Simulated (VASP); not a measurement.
Input of a VASP 6.6.1 run:

The input INCAR:

```
ALGO     = Normal         # electronic algorithm
EDIFF    = 1E-6           # SCF threshold, eV
ENCUT    = 520            # plane-wave cutoff, eV
GGA      = PS             # functional
ISIF     = 2              # what is computed and relaxed
ISMEAR   = -1             # smearing method
LASPH    = True           # aspherical terms in the spheres
LCHARG   = True           # write CHGCAR
LELF     = True           # ELF
LREAL    = False          # projectors in reciprocal space
LVHAR    = True         
LWAVE    = False          # write WAVECAR
NBANDS   = 11             # bands
NELM     = 80             # most SCF steps
PREC     = Accurate       # precision mode
SIGMA    = 0.1            # smearing width, eV
```

File KPOINTS:

```
k-points
0
Gamma
  11 11 11
```

POSCAR

```
Hf
1.0
    0.0000000000      2.2916618563      2.2916618563
    2.2916618563      0.0000000000      2.2916618563
    2.2916618563      2.2916618563      0.0000000000
Hf
1
Direct
    0.0000000000      0.0000000000      0.0000000000
```

Potentials or basis: VASP PAW PBE potentials, release 64 (Hf_pv).

The run is started by

```bash
$ cat potpaw_PBE.64/Hf_pv/POTCAR > POTCAR
$ mpirun -np 1 vasp_std > vasp.out
```

Question: Predict the pressure.

Answer: -10.2 GPa.

Question: Estimate the band gap on the k mesh.

Answer: Zero (band 5 reaches 5.44 eV, above the bottom of band 6 at 3.83 eV).

Caveat: the PAW data sets were made with another functional, which shifts forces and pressure a little; spin-orbit coupling is left out, which moves the levels of the heavy elements.
